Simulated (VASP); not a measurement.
# K (P6/mmm) in VASP: a series of runs

Runs on K. Level: PBE. Tasks: relaxation of cell and atoms.

Program: VASP 6.6.1. These are calculated values, not measurements. Logs are shortened: lines on timing, memory, paths and dates and some standing lists are left out, and cuts for length are marked.

**1. The cell of the first run**

The structure is hexagonal, space group P6/mmm (No. 191). Conventional cell: a = 4.421 Å, b = 4.421 Å, c = 4.147 Å, α = 90.00°, β = 90.00°, γ = 120.00°. Within 5.4 Å of K (site symmetry 6/mmm) lie 8 K at 4.15 to 4.42 Å.

This isn't the form of K at room conditions, which is bcc.

**2. Relaxation of cell and atoms, PBE, target pressure 0.33 GPa, at which the enthalpy is minimised**

The input, INCAR:

```
SYSTEM = K
PREC = Accurate ; ENCUT = 600
EDIFF = 1E-7 ; ISMEAR = -1
SIGMA = 0.05 ; LREAL = .False.
LASPH = .True. ; NELM = 100
ALGO = Normal ; ISIF = 3
LWAVE = .False. ; LCHARG = .False.
GGA = PE ; IBRION = 2
NSW = 32 ; EDIFFG = -0.005
PSTRESS = 3.3000000000000003
```

The input, KPOINTS:

```
Automatic mesh
0
Gamma
  10 10 9
  0 0 0
```

The input, POSCAR:

```
K
1.0
    4.4205093239      0.0000000000      0.0000000000
   -2.2102546619      3.8282733721      0.0000000000
    0.0000000000      0.0000000000      4.1465240773
K
1
Direct
    0.0000000000      0.0000000000      0.0000000000
```

Potentials or basis: VASP PAW PBE potentials, release 64 (K_sv).

The run is started by

```sh
> cat potpaw_PBE.64/K_sv/POTCAR > POTCAR
> mpirun -np 1 vasp_std > vasp.out
```

OUTCAR:

```text
SYSTEM = K
   PREC = Accurate
   ENCUT = 600
   EDIFF = 1E-7
   ISMEAR = -1
   LREAL = .False.
   LASPH = .True.
   NELM = 100
   ISIF = 3
   GGA = PE
   IBRION = 2
   NSW = 32
   EDIFFG = -0.005
   PSTRESS = 3.3000000000000003

 ion  position               nearest neighbor table
   1  0.000  0.000  0.000-

  LATTYP: Found a hexagonal cell.
 ALAT       =     4.4205093239
 C/A-ratio  =     0.9380195298

  Lattice vectors:

 A1 = (   4.4205093239,   0.0000000000,   0.0000000000)
 A2 = (  -2.2102546619,   3.8282733721,   0.0000000000)
 A3 = (   0.0000000000,   0.0000000000,   4.1465240773)

Analysis of symmetry for initial positions (statically):
=====================================================================
 Subroutine PRICEL returns:
 Original cell was already a primitive cell.

 Routine SETGRP: Setting up the symmetry group for a
 hexagonal supercell.

 Subroutine GETGRP returns: Found 24 space group operations
 (whereof 24 operations were pure point group operations)
 out of a pool of 24 trial point group operations.

The static configuration has the point symmetry D_6h.

Analysis of symmetry for dynamics (positions and initial velocities):
=====================================================================
 Subroutine PRICEL returns:
 Original cell was already a primitive cell.

 Routine SETGRP: Setting up the symmetry group for a
 hexagonal supercell.

 Subroutine GETGRP returns: Found 24 space group operations
 (whereof 24 operations were pure point group operations)
 out of a pool of 24 trial point group operations.

The dynamic configuration has the point symmetry D_6h.

 Subroutine INISYM returns: Found 24 space group operations
 (whereof 24 operations are pure point group operations),
 and found     1 'primitive' translations

----------------------------------------------------------------------------------------

                                     Primitive cell

  volume of cell :      70.1713

  direct lattice vectors                    reciprocal lattice vectors
     4.420509324  0.000000000  0.000000000     0.226218276  0.130607183  0.000000000
    -2.210254662  3.828273372  0.000000000     0.000000000  0.261214366  0.000000000
     0.000000000  0.000000000  4.146524077     0.000000000  0.000000000  0.241165849

  length of vectors
[... 83 lines left out ...]
   NSW    =     32    number of steps for IOM
   IBRION =      2    ionic relax: 0-MD 1-quasi-New 2-CG
   NFREE  =      1    steps in history (QN), initial steepest desc. (CG)
   ISIF   =      3    stress and relaxation
   ISYM   =      2    0-nonsym 1-usesym 2-fastsym
   POTIM  = 0.5000    time-step for ionic-motion
   TEBEG  =    0.0;   TEEND  =   0.0 temperature during run
   PSTRESS=    3.3 pullay stress
   NELECT =       9.0000    total number of electrons
   NUPDOWN=      -1.0000    fix difference up-down
   EMIN   =  10.00;   EMAX   =-10.00  energy-range for DOS
   EFERMI =   0.00;   METHOD = LEGACY
   ISMEAR =    -1;   SIGMA  =   0.05  broadening in eV -4-tet -1-fermi 0-gaus
   EFERMI_NEDOS =   21; number of points for ismear=-14 and -15
   IALGO  =     38    algorithm
   IMIX   =      4    mixing-type and parameters
     AMIX     =   0.40;   BMIX     =  1.00
     AMIX_MAG =   1.60;   BMIX_MAG =  1.00
  volume/ion in A,a.u.               =      70.17       473.54
  Fermi-wavevector in a.u.,A,eV,Ry     =   0.825599  1.560156  9.273919  0.681614
  Thomas-Fermi vector in A             =   1.937486
   LORBIT       =      0    0 simple, 1 ext, 2 COOP (PROOUT), +10 PAW based schemes
   GGA     = PE    functional components
   LHFCALC =     F    Hartree Fock is set to
   AEXX    =    0.0000 exact exchange contribution
   IVDW    =     0    specifies the selected vdW correction
   LEPSILON=     F    determine dielectric tensor
   LRPA    =     F    only Hartree local field effects (RPA)
 conjugate gradient relaxation of ions
 non-spin polarized calculation
  energy-cutoff  :      600.00
  volume of cell :       70.17
 maximum number of plane-waves:      2364
 NGX is ok and might be reduce to    36
   NGX = 17   NGY = 17   NGZ = 17

 number of electron       9.0000000 magnetization

 Free energy of the ion-electron system (eV)
  ---------------------------------------------------
  ext. energy  EPLUGINS =         0.00000000
  ---------------------------------------------------
  free energy    TOTEN  =        -0.98479312 eV

  energy without entropy =       -0.97758742  energy(sigma->0) =       -0.98119027

 E-fermi :   0.0132     XC(G=0):  -5.7617

 val. band max:       -0.0514139541   @ k =   0.4000   0.0000   0.2222
 cond. band min:       0.0150341153   @ k =   0.2000   0.0000   0.4444
 fundamental gap:      0.0664480693
 Fermi energy:         0.0131857185

 k-point     1 :       0.0000    0.0000    0.0000
  band No.  band energies     occupation
      1     -32.2062      2.00000
      2     -15.6434      2.00000
      3     -15.6434      2.00000
      4     -15.6403      2.00000
      5      -2.2234      2.00000
      6       3.0158      0.00000
      7       4.2269      0.00000
      8       4.2269      0.00000
[... 243 lines left out ...]
 k-point    24 :       0.4000    0.1000    0.1111
  band No.  band energies     occupation
      1     -32.1995      2.00000
      2     -15.7327      2.00000
      3     -15.6699      2.00000
      4     -15.6437      2.00000
      5       0.1260      0.18950
      6       1.0014      0.00000
      7       2.9774      0.00000
      8       4.6184      0.00000

 [... further k-points ...]

------------------------ aborting loop because EDIFF is reached ----------------------------------------

  FORCE on cell =-STRESS in cart. coord.  units (eV):
  Direction    XX          YY          ZZ          XY          YZ          ZX
  --------------------------------------------------------------------------------------
  -------------------------------------------------------------------------------------
  Total        0.1447070      0.1447070      0.1443647      0.0000000     -0.0000000      0.0000000
  in kB        3.3040039      3.3040039      3.2961899      0.0000000     -0.0000000      0.0000000
  external PRESSURE =       0.0013992 kB  Pullay stress =       3.3000000 kB

 VOLUME and BASIS-vectors are now :
 -----------------------------------------------------------------------------
  energy-cutoff  :      600.00
  volume of cell :       70.17
      direct lattice vectors                 reciprocal lattice vectors
     4.420509324  0.000000000  0.000000000     0.226218276  0.130607183  0.000000000
    -2.210254662  3.828273372  0.000000000     0.000000000  0.261214366  0.000000000
     0.000000000  0.000000000  4.146524077     0.000000000  0.000000000  0.241165849

 POSITION                                       TOTAL-FORCE (eV/Angst)
 -----------------------------------------------------------------------------------
      0.00000      0.00000      0.00000         0.000000      0.000000      0.000000
 -----------------------------------------------------------------------------------
    total drift:                                0.000000     -0.000000     -0.000000

  FREE ENERGIE OF THE ION-ELECTRON SYSTEM (eV)
  ---------------------------------------------------
  free  energy   TOTEN  =        -0.9847931231 eV

  energy  without entropy=       -0.9775874168  energy(sigma->0) =       -0.98119027

  enthalpy is  TOTEN    =        -0.8402615258 eV   P V=        0.1445315974

 reached required accuracy - stopping structural energy minimisation
```

OSZICAR:

```text
N       E                     dE             d eps       ncg     rms          rms(c)
DAV:   1     0.502123102263E+02    0.50212E+02   -0.40009E+03  1120   0.976E+02
DAV:   2     0.699642620549E+00   -0.49513E+02   -0.49356E+02  1120   0.226E+02
DAV:   3    -0.931465351488E+00   -0.16311E+01   -0.16256E+01  1768   0.376E+01
DAV:   4    -0.984593075624E+00   -0.53128E-01   -0.52956E-01  1784   0.533E+00
DAV:   5    -0.985585611629E+00   -0.99254E-03   -0.99249E-03  1848   0.430E-01    0.209E+00
DAV:   6    -0.984869521085E+00    0.71609E-03   -0.19790E-03  1880   0.347E-01    0.131E+00
DAV:   7    -0.984733548673E+00    0.13597E-03   -0.38843E-03  1536   0.469E-01    0.668E-02
DAV:   8    -0.984778170371E+00   -0.44622E-04   -0.23610E-04  1920   0.196E-01    0.309E-02
DAV:   9    -0.984796231133E+00   -0.18061E-04   -0.17997E-05  1552   0.457E-02    0.204E-02
DAV:  10    -0.984793418329E+00    0.28128E-05   -0.94722E-06  1792   0.295E-02    0.225E-03
DAV:  11    -0.984793268081E+00    0.15025E-06   -0.13857E-07  1856   0.325E-03    0.105E-03
DAV:  12    -0.984793098572E+00    0.16951E-06   -0.32836E-08  1528   0.137E-03    0.208E-04
DAV:  13    -0.984793123125E+00   -0.24553E-07   -0.74770E-10   976   0.258E-04
   1 F= -.84026153E+00 E0= -.83665867E+00  d E =-.840262E+00
```

CONTCAR:

```text
K
   1.00000000000000
     4.4205093239000002    0.0000000000000000    0.0000000000000000
    -2.2102546619000001    3.8282733721000000    0.0000000000000000
     0.0000000000000000    0.0000000000000000    4.1465240772999996
  K
     1
Direct
     0.0000000000000000    0.0000000000000000    0.0000000000000000

  0.00000000E+00  0.00000000E+00  0.00000000E+00
```

Wall time 58 s (1 thread of Intel Xeon 8259CL, shared host); peak memory 0.22 GiB.

Results:

```yaml
Free_energy: -0.9848 eV
Pressure_after_relaxing: 0.3 GPa
Band_gap_on_the_k_mesh: zero (an odd number of electrons rules out a gap without spin polarisation)
```

Final structure:
```
K
1.0
     4.42051    0.00000    0.00000
    -2.21025    3.82827    0.00000
     0.00000    0.00000    4.14652
K
1
Cartesian
  0.0000 0.0000 0.0000
```

Caveat: the cell is relaxed towards a set pressure, so the run minimises the enthalpy, not the energy.

**3. Relaxation of cell and atoms, PBE, target pressure 0.33 GPa, at which the enthalpy is minimised**

This run uses another cell than the first one, of 70.70 Å³/atom.

The input, INCAR:

```
SYSTEM = K
ALGO     = Normal         ! electronic algorithm
EDIFF    = 1E-7           ! SCF threshold, eV
EDIFFG   = -0.005         ! ionic threshold
ENCUT    = 600            ! plane-wave cutoff, eV
GGA      = PE             ! functional
IBRION   = 2              ! ionic algorithm
ISIF     = 3              ! what is computed and relaxed
ISMEAR   = -1             ! smearing method
LASPH    = .TRUE.         ! aspherical terms in the spheres
LCHARG   = .FALSE.        ! write CHGCAR
LREAL    = .FALSE.        ! projectors in reciprocal space
LWAVE    = .FALSE.        ! write WAVECAR
NELM     = 80             ! most SCF steps
NSW      = 60             ! ionic steps
PREC     = Accurate       ! precision mode
PSTRESS  = 3.3000000000000003
SIGMA    = 0.05           ! smearing width, eV
```

The input, KPOINTS:

```
k-points
0
G
  10 10 9
  0 0 0
```

The input, POSCAR:

```
K
1.0
    4.4285493035      0.0000000000      0.0000000000
   -2.2142746517      3.8352361987      0.0000000000
    0.0000000000      0.0000000000      4.1628363453
K
1
Direct
    0.0000000000      0.0000000000      0.0000000000
```

Potentials or basis: VASP PAW PBE potentials, release 64 (K_sv).

The run is started by

```sh
> cat potpaw_PBE.64/K_sv/POTCAR > POTCAR
> mpirun -np 1 vasp_std > vasp.out
```

OUTCAR:

```text
SYSTEM = K
   EDIFF = 1E-7
   EDIFFG = -0.005
   ENCUT = 600
   GGA = PE
   IBRION = 2
   ISIF = 3
   ISMEAR = -1
   LASPH = .TRUE.
   LREAL = .FALSE.
   NELM = 80
   NSW = 60
   PREC = Accurate
   PSTRESS = 3.3000000000000003

 ion  position               nearest neighbor table
   1  0.000  0.000  0.000-

  LATTYP: Found a hexagonal cell.
 ALAT       =     4.4285493035
 C/A-ratio  =     0.9400000000

  Lattice vectors:

 A1 = (   4.4285493035,   0.0000000000,   0.0000000000)
 A2 = (  -2.2142746517,   3.8352361987,   0.0000000000)
 A3 = (   0.0000000000,   0.0000000000,   4.1628363453)

Analysis of symmetry for initial positions (statically):
=====================================================================
 Subroutine PRICEL returns:
 Original cell was already a primitive cell.

[... 170 lines left out ...]
 E-fermi :  -0.0043     XC(G=0):  -5.7430

 val. band max:       -0.0070345937   @ k =   0.2000  -0.0000   0.4444
 cond. band min:       0.0077936803   @ k =   0.4000   0.1000   0.0000
 fundamental gap:      0.0148282739
 Fermi energy:        -0.0042528477

 k-point     1 :       0.0000    0.0000    0.0000
  band No.  band energies     occupation
      1     -32.2263      2.00000
      2     -15.6643      2.00000
      3     -15.6643      2.00000
      4     -15.6619      2.00000
      5      -2.2302      2.00000
      6       2.9938      0.00000
      7       4.2068      0.00000
      8       4.2068      0.00000
[... 326 lines left out ...]
--------------------------------------- Ionic step        3  -------------------------------------------

 number of electron       9.0000000 magnetization

 Free energy of the ion-electron system (eV)
  ---------------------------------------------------
  ext. energy  EPLUGINS =         0.00000000
  ---------------------------------------------------
  free energy    TOTEN  =        -0.98476928 eV

  energy without entropy =       -0.97756542  energy(sigma->0) =       -0.98116735

 E-fermi :   0.0138     XC(G=0):  -5.7623

 val. band max:       -0.0506164810   @ k =   0.4000   0.0000   0.2222
 cond. band min:       0.0146057971   @ k =   0.2000  -0.0000   0.4444
 fundamental gap:      0.0652222781
 Fermi energy:         0.0138062310

 k-point     1 :       0.0000    0.0000    0.0000
  band No.  band energies     occupation
      1     -32.2054      2.00000
      2     -15.6426      2.00000
      3     -15.6426      2.00000
      4     -15.6395      2.00000
      5      -2.2232      2.00000
      6       3.0155      0.00000
      7       4.2286      0.00000
      8       4.2286      0.00000
[... 285 lines left out ...]
  energy  without entropy=       -0.9775654227  energy(sigma->0) =       -0.98116735

  enthalpy is  TOTEN    =        -0.8402730368 eV   P V=        0.1444962429

 reached required accuracy - stopping structural energy minimisation
```

It took 2.2 min on 1 thread of Intel Xeon 8259CL, shared host; peak memory 0.23 GiB.

Results:

- Free energy: -0.9848 eV
- Relaxed volume: 70.15 Å³/atom
- Relaxed cell: a = 4.419 Å, b = 4.419 Å, c = 4.148 Å, α = 90.00°, β = 90.00°, γ = 120.00°
- Space group after relaxing (to 0.1 Å): P6/mmm (No. 191)
- Energy change on relaxing (the run minimises the enthalpy): +1.1 meV/atom
- Ionic steps: 3
- Pressure after relaxing: 0.3 GPa
- Band gap on the k mesh: zero (an odd number of electrons rules out a gap without spin polarisation)

The path:
| step | energy change (eV) | largest force (eV/Å) | pressure (GPa) | volume (Å³) |
| --- | --- | --- | --- | --- |
| 1 | 0.0000 | 0.0000 | 0.30 | 70.70 |
| 2 | 0.0003 | 0.0000 | 0.31 | 70.56 |
| 3 | 0.0011 | 0.0000 | 0.33 | 70.15 |

Final structure:
```
CELL_PARAMETERS angstrom
4.41941 0.00000 0.00000
-2.20971 3.82732 0.00000
0.00000 0.00000 4.14757
ATOMIC_POSITIONS crystal
K 0.00000 0.00000 0.00000
```

Caveat: the cell is relaxed towards a set pressure, so the run minimises the enthalpy, not the energy.

The gap in the log of VASP goes by the Fermi energy; the results here count the filled bands.